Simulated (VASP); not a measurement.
# AlNi (WC type) (P-6m2) in VASP: a series of runs

Runs on AlNi (WC type). Level: PBE. Tasks: single point.

All numbers are computed with VASP 6.6.1; they aren't measurements. Logs are shortened: lines on timing, memory, paths and dates and some standing lists are left out, and cuts for length are marked.

**1. The cell of the first run**

Symmetry: P-6m2, No. 187, hexagonal system. The conventional cell has a = 2.461 Å, b = 2.461 Å, c = 3.551 Å, α = 90.00°, β = 90.00°, γ = 120.00°. Within 3.0 Å of Ni (site symmetry -6m2) lie 6 Al at 2.27 Å and 6 Ni at 2.46 Å. Within 3.0 Å of Al (site symmetry -6m2) lie 6 Ni at 2.27 Å and 6 Al at 2.46 Å.

**2. Single point, PBE**

Input file INCAR:

```
SYSTEM = AlNi
  PREC = Accurate
  ENCUT = 520
  EDIFF = 1E-6
  ISMEAR = -1
  SIGMA = 0.05
  LREAL = .FALSE.
  LASPH = .TRUE.
  NELM = 80
  ALGO = Normal
  ISIF = 2
  LWAVE = .FALSE.
  LCHARG = .FALSE.
  GGA = PE
  NBANDS = 14
```

Input file KPOINTS:

```
Automatic mesh
0
G
  16 16 14
  0 0 0
```

Input file POSCAR:

```
AlNi
1.0
    2.4611147356      0.0000000000      0.0000000000
   -1.2305573678      2.1313878827      0.0000000000
    0.0000000000      0.0000000000      3.5508508896
Ni Al
1 1
Direct
    0.0000000000      0.0000000000      0.0000000000
    0.3333333333      0.6666666667      0.5000000000
```

Potentials or basis: VASP PAW PBE potentials, release 64 (Ni, Al).

On the command line:

```
$ cat potpaw_PBE.64/Ni/POTCAR potpaw_PBE.64/Al/POTCAR > POTCAR
$ mpirun -np 1 vasp_std > vasp.out
```

OUTCAR:

```text
SYSTEM = AlNi
   PREC = Accurate
   ENCUT = 520
   EDIFF = 1E-6
   ISMEAR = -1
   LREAL = .FALSE.
   LASPH = .TRUE.
   NELM = 80
   ISIF = 2
   GGA = PE

 ion  position               nearest neighbor table
   1  0.000  0.000  0.000-   2 2.27   2 2.27   2 2.27   2 2.27   2 2.27   2 2.27
   2  0.333  0.667  0.500-   1 2.27   1 2.27   1 2.27   1 2.27   1 2.27   1 2.27

  LATTYP: Found a hexagonal cell.
 ALAT       =     2.4611147356
 C/A-ratio  =     1.4427815324

  Lattice vectors:

 A1 = (   2.4611147356,   0.0000000000,   0.0000000000)
 A2 = (  -1.2305573678,   2.1313878827,   0.0000000000)
 A3 = (   0.0000000000,   0.0000000000,   3.5508508896)

Analysis of symmetry for initial positions (statically):
=====================================================================
 Subroutine PRICEL returns:
 Original cell was already a primitive cell.

 Routine SETGRP: Setting up the symmetry group for a
 hexagonal supercell.

 Subroutine GETGRP returns: Found 12 space group operations
 (whereof 12 operations were pure point group operations)
 out of a pool of 24 trial point group operations.

The static configuration has the point symmetry D_3h.

Analysis of symmetry for dynamics (positions and initial velocities):
=====================================================================
 Subroutine PRICEL returns:
 Original cell was already a primitive cell.

 Routine SETGRP: Setting up the symmetry group for a
 hexagonal supercell.

 Subroutine GETGRP returns: Found 12 space group operations
 (whereof 12 operations were pure point group operations)
 out of a pool of 24 trial point group operations.

The dynamic configuration has the point symmetry D_3h.

 Subroutine INISYM returns: Found 12 space group operations
 (whereof 12 operations are pure point group operations),
 and found     1 'primitive' translations

----------------------------------------------------------------------------------------

                                     Primitive cell

  volume of cell :      18.6263

  direct lattice vectors                    reciprocal lattice vectors
     2.461114736  0.000000000  0.000000000     0.406319943  0.234588929  0.000000000
    -1.230557368  2.131387883  0.000000000     0.000000000  0.469177857  0.000000000
     0.000000000  0.000000000  3.550850890     0.000000000  0.000000000  0.281622639

  length of vectors
     2.461114736  2.461114736  3.550850890     0.469177857  0.469177857  0.281622639

  position of ions in fractional coordinates (direct lattice)
     0.000000000  0.000000000  0.000000000
     0.333333333  0.666666667  0.500000000

  ion indices of the primitive-cell ions
   primitive index   ion index
                 1           1
                 2           2

----------------------------------------------------------------------------------------

 KPOINTS: Automatic mesh

Automatic generation of k-mesh.
 Grid dimensions read from file:
 generate k-points for:   16   16   14

 Generating k-lattice:

  Cartesian coordinates                     Fractional coordinates (reciprocal lattice)
     0.025394996  0.014661808  0.000000000     0.062500000  0.000000000  0.000000000
     0.000000000  0.029323616  0.000000000     0.000000000  0.062500000  0.000000000
     0.000000000  0.000000000  0.020115903     0.000000000  0.000000000  0.071428571

  Length of vectors
     0.029323616  0.029323616  0.020115903

  Shift w.r.t. Gamma in fractional coordinates (k-lattice)
     0.000000000  0.000000000  0.000000000

 Subroutine IBZKPT returns following result:
 ===========================================

 Found    240 irreducible k-points:

 Following reciprocal coordinates:
            Coordinates               Weight
  0.000000  0.000000  0.000000      1.000000
  0.062500  0.000000  0.000000      6.000000
  0.125000  0.000000  0.000000      6.000000
  0.187500  0.000000  0.000000      6.000000
  0.250000  0.000000  0.000000      6.000000
  0.312500  0.000000  0.000000      6.000000
[... 16 lines left out ...]
  0.187500  0.187500  0.000000      6.000000
  0.250000  0.187500  0.000000     12.000000
 [... further k-points ...]
   k-points           NKPTS =    240   k-points in BZ     NKDIM =    240   number of bands    NBANDS=     14
   number of dos      NEDOS =    301   number of ions     NIONS =      2
   total plane-waves  NPLWV =   9072
   dimension x,y,z NGX =    18 NGY =   18 NGZ =   28
   dimension x,y,z NGXF=    36 NGYF=   36 NGZF=   56
   ions per type =               1   1
   NGX,Y,Z   is equivalent  to a cutoff of  12.16, 12.16, 13.11 a.u.
   NGXF,Y,Z  is equivalent  to a cutoff of  24.32, 24.32, 26.22 a.u.
 SYSTEM =  AlNi
   PREC   = accura    normal or accurate (medium, high low for compatibility)
   ISTART =      0    job   : 0-new  1-cont  2-samecut
   ICHARG =      2    charge: 1-file 2-atom 10-const
   ISPIN  =      1    spin polarized calculation?
   LNONCOLLINEAR =      F non collinear calculations
   LSORBIT =      F    spin-orbit coupling
   LASPH  =      T    aspherical Exc in radial PAW
   ENCUT  =  520.0 eV  38.22 Ry    6.18 a.u.   4.58  4.58  6.60*2*pi/ulx,y,z
   NELM   =     80;   NELMIN=  2; NELMDL= -5     # of ELM steps
   EDIFF  = 0.1E-05   stopping-criterion for ELM
   LREAL  =      F    real-space projection
   EDIFFG = 0.1E-04   stopping-criterion for IOM
   NSW    =      0    number of steps for IOM
   IBRION =     -1    ionic relax: 0-MD 1-quasi-New 2-CG
   NFREE  =      0    steps in history (QN), initial steepest desc. (CG)
   ISIF   =      2    stress and relaxation
   ISYM   =      2    0-nonsym 1-usesym 2-fastsym
   POTIM  = 0.5000    time-step for ionic-motion
   TEBEG  =    0.0;   TEEND  =   0.0 temperature during run
   PSTRESS=    0.0 pullay stress
   NELECT =      13.0000    total number of electrons
   NUPDOWN=      -1.0000    fix difference up-down
   EMIN   =  10.00;   EMAX   =-10.00  energy-range for DOS
   EFERMI =   0.00;   METHOD = LEGACY
   ISMEAR =    -1;   SIGMA  =   0.05  broadening in eV -4-tet -1-fermi 0-gaus
   EFERMI_NEDOS =   21; number of points for ismear=-14 and -15
   IALGO  =     38    algorithm
   IMIX   =      4    mixing-type and parameters
     AMIX     =   0.40;   BMIX     =  1.00
     AMIX_MAG =   1.60;   BMIX_MAG =  1.00
  volume/ion in A,a.u.               =       9.31        62.85
  Fermi-wavevector in a.u.,A,eV,Ry     =   1.452157  2.744180 28.691436  2.108761
  Thomas-Fermi vector in A             =   2.569572
   LORBIT       =      0    0 simple, 1 ext, 2 COOP (PROOUT), +10 PAW based schemes
   GGA     = PE    functional components
   LHFCALC =     F    Hartree Fock is set to
   AEXX    =    0.0000 exact exchange contribution
   IVDW    =     0    specifies the selected vdW correction
   LEPSILON=     F    determine dielectric tensor
   LRPA    =     F    only Hartree local field effects (RPA)
 non-spin polarized calculation
  energy-cutoff  :      520.00
  volume of cell :       18.63
 maximum number of plane-waves:       513
   NGX =  9   NGY =  9   NGZ = 13

 number of electron      12.9999995 magnetization

 Free energy of the ion-electron system (eV)
  ---------------------------------------------------
  ext. energy  EPLUGINS =         0.00000000
  ---------------------------------------------------
  free energy    TOTEN  =        -8.87026214 eV

  energy without entropy =       -8.86481690  energy(sigma->0) =       -8.86753952

 E-fermi :  13.6090     XC(G=0): -13.3088

 val. band max:       13.6040699631   @ k =   0.1875   0.0000   0.0714
 cond. band min:      13.6180271595   @ k =   0.1250   0.0625   0.0000
 fundamental gap:      0.0139571964
 Fermi energy:        13.6090422122

 k-point     1 :       0.0000    0.0000    0.0000
  band No.  band energies     occupation
      1       0.4706      2.00000
      2       8.3140      2.00000
      3      11.0372      2.00000
      4      11.0372      2.00000
      5      11.2235      2.00000
      6      11.7836      2.00000
      7      11.7836      2.00000
      8      17.0285      0.00000
      9      28.7208      0.00000
     10      28.7208      0.00000
     11      32.7205      0.00000
     12      32.9287      0.00000
     13      32.9287      0.00000
     14      35.7995      0.00000

 k-point     2 :       0.0625    0.0000    0.0000
  band No.  band energies     occupation
      1       0.6002      2.00000
      2       8.3935      2.00000
      3      10.8289      2.00000
      4      10.9758      2.00000
      5      11.1002      2.00000
      6      11.7653      2.00000
      7      12.2717      2.00000
      8      17.0703      0.00000
      9      27.2900      0.00000
     10      28.2834      0.00000
     11      31.6408      0.00000
     12      33.5226      0.00000
     13      34.6427      0.00000
     14      36.0068      0.00000

 k-point     3 :       0.1250    0.0000    0.0000
  band No.  band energies     occupation
      1       0.9861      2.00000
      2       8.6153      2.00000
      3      10.3310      2.00000
      4      10.8080      2.00000
      5      11.2832      2.00000
      6      11.7132      2.00000
      7      13.0487      1.99997
      8      17.1946      0.00000
      9      24.7543      0.00000
     10      27.3740      0.00000
     11      30.5398      0.00000
     12      33.8667      0.00000
     13      34.8867      0.00000
     14      36.2212      0.00000
[... 324 lines left out ...]
 k-point    23 :       0.1875    0.1875    0.0000
  band No.  band energies     occupation
      1       3.7808      2.00000
      2       9.3884      2.00000
      3       9.5676      2.00000
      4       9.9681      2.00000
      5      11.1944      2.00000
      6      12.4633      2.00000
      7      16.3450      0.00000
      8      17.8000      0.00000
      9      18.2239      0.00000
     10      21.9132      0.00000
     11      28.2376      0.00000
     12      29.7477      0.00000
     13      31.5205      0.00000
     14      32.9175      0.00000

 k-point    24 :       0.2500    0.1875    0.0000
  band No.  band energies     occupation
      1       4.8899      2.00000
      2       9.3191      2.00000
      3       9.5170      2.00000
      4       9.8918      2.00000
      5      10.9811      2.00000
      6      12.7707      2.00000
      7      16.5182      0.00000
      8      17.4583      0.00000
      9      17.9546      0.00000
     10      21.6690      0.00000
     11      26.6746      0.00000
     12      28.5625      0.00000
     13      29.9015      0.00000
     14      32.4786      0.00000

 [... further k-points ...]

------------------------ aborting loop because EDIFF is reached ----------------------------------------

  FORCE on cell =-STRESS in cart. coord.  units (eV):
  Direction    XX          YY          ZZ          XY          YZ          ZX
  --------------------------------------------------------------------------------------
  -------------------------------------------------------------------------------------
  Total        9.6316057      9.6316057      9.6038923     -0.0000000      0.0000000      0.0000000
  in kB      828.4808769    828.4808769    826.0970566     -0.0000000      0.0000000      0.0000000
  external PRESSURE =     827.6862701 kB  Pullay stress =       0.0000000 kB

 VOLUME and BASIS-vectors are now :
 -----------------------------------------------------------------------------
  energy-cutoff  :      520.00
  volume of cell :       18.63
      direct lattice vectors                 reciprocal lattice vectors
     2.461114736  0.000000000  0.000000000     0.406319943  0.234588929  0.000000000
    -1.230557368  2.131387883  0.000000000     0.000000000  0.469177857  0.000000000
     0.000000000  0.000000000  3.550850890     0.000000000  0.000000000  0.281622639

 POSITION                                       TOTAL-FORCE (eV/Angst)
 -----------------------------------------------------------------------------------
      0.00000      0.00000      0.00000        -0.000000      0.000000      0.000000
     -0.00000      1.42093      1.77543         0.000000      0.000000      0.000000
 -----------------------------------------------------------------------------------
    total drift:                                0.000000     -0.000000      0.000000

  FREE ENERGIE OF THE ION-ELECTRON SYSTEM (eV)
  ---------------------------------------------------
  free  energy   TOTEN  =        -8.8702621424 eV

  energy  without entropy=       -8.8648168996  energy(sigma->0) =       -8.86753952
```

Wall time 79 s (1 thread of Intel Xeon 8259CL, shared host); peak memory 0.18 GiB.

Results:

* Free energy: -8.8703 eV
* Pressure: 82.8 GPa
* Band gap on the k mesh: zero (an odd number of electrons rules out a gap without spin polarisation)

Stress tensor (GPa, compression positive):
```
82.85  0.00  0.00
 0.00 82.85  0.00
 0.00  0.00 82.61
```

Levels at points of the mesh, in eV from the Fermi level:
```
           k point  band 3  band 4  band 5  band 6  band 7  band 8  band 9  band 10  band 11  band 12
(0.00, 0.00, 0.00)   -2.57   -2.57   -2.39   -1.83   -1.83    3.42   15.11    15.11    19.11    19.32
(0.50, 0.00, 0.00)   -4.62   -4.30   -2.30   -0.63    0.82    4.86    6.72     9.56     9.98    11.47
(0.00, 0.00, 0.50)   -3.51   -2.57   -2.57   -1.92   -1.92   10.59   16.38    16.38    16.79    19.97
(0.50, 0.00, 0.50)   -3.82   -2.78   -2.42   -1.62   -0.63    2.05    3.68    11.85    13.07    13.68
```

Caveat: the cell stands under pressure. Spin polarisation is off, so any magnetic state and its effect on volume and gap are missing.

**3. Single point, PBE**

Input file INCAR:

```
ALGO = Normal
EDIFF = 1E-6
ENCUT = 520
GGA = PE
ISIF = 2
ISMEAR = -1
LASPH = T
LCHARG = F
LREAL = F
LWAVE = F
NBANDS = 14
NELM = 60
PREC = Accurate
SIGMA = 0.05
```

Input file KPOINTS:

```
k-points
0
Gamma
  16 16 14
```

Input file POSCAR:

```
AlNi
1.0
    2.4603020687      0.0000000000      0.0000000000
   -1.2301510344      2.1306840925      0.0000000000
    0.0000000000      0.0000000000      3.5496506609
Ni Al
1 1
Direct
    0.0000000000      0.0000000000      0.0000000000
    0.3333333333      0.6666666667      0.5000000000
```

Potentials or basis: VASP PAW PBE potentials, release 64 (Ni, Al).

On the command line:

```
$ cat potpaw_PBE.64/Ni/POTCAR potpaw_PBE.64/Al/POTCAR > POTCAR
$ mpirun -np 1 vasp_std > vasp.out
```

It took 77 s on 1 thread of Intel Xeon 8259CL, shared host; peak memory 0.18 GiB.

Results (log left out):

```
Free energy            : -8.8606 eV
Pressure               : 83.2 GPa
Band gap on the k mesh : zero (an odd number of electrons rules out a gap without spin polarisation)
```

Stress tensor (GPa, compression positive):
```
83.29  0.00  0.00
 0.00 83.29  0.00
 0.00  0.00 83.10
```

Levels at points of the mesh, in eV from the Fermi level:
```tsv
k point	band 3	band 4	band 5	band 6	band 7	band 8	band 9	band 10	band 11	band 12
(0.00, 0.00, 0.00)	-2.58	-2.58	-2.39	-1.83	-1.83	3.42	15.12	15.12	19.12	19.34
(0.50, 0.00, 0.00)	-4.63	-4.30	-2.30	-0.63	0.82	4.86	6.72	9.56	9.99	11.47
(0.00, 0.00, 0.50)	-3.52	-2.57	-2.57	-1.92	-1.92	10.59	16.38	16.38	16.81	19.99
(0.50, 0.00, 0.50)	-3.82	-2.78	-2.42	-1.62	-0.63	2.05	3.69	11.86	13.08	13.69
```

Caveat: the cell stands under pressure.
